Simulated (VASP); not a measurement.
Crystal: PbSe.

```xyz
2
Lattice="0.0000 3.1081 3.1081 3.1081 0.0000 3.1081 3.1081 3.1081 0.0000" Properties=species:S:1:pos:R:3 pbc="T T T"
Pb    3.1081    3.1081    3.1081
Se    0.0000    0.0000    0.0000
```

Base run:

```yaml
Program: VASP 6.6.1
Functional: r2SCAN
Potentials_or_basis: VASP PAW PBE potentials, release 64 (Pb_d, Se)
Cutoff: 520 eV
k_mesh: 10 × 10 × 10
Occupations: gaussian, width 0.05 eV
Spin: no spin polarisation
```

Its results: band gap on the k mesh 0.73 eV, direct; pressure -0.9 GPa.

**Question.** The run is repeated on the same cell with these changes: functional from r2SCAN to PBE; k mesh from 10 × 10 × 10 to 6 × 6 × 6. What comes out?

**Answer.** Band gap on the k mesh 0.44 eV, direct; pressure 0.0 GPa.

Several settings changed at once, so the effect can't be laid on one alone.

Caveats: spin-orbit coupling is left out, which moves the levels of the heavy elements; the PAW data sets were made with another functional, which shifts forces and pressure a little (some runs).

A k mesh can miss the band edges.
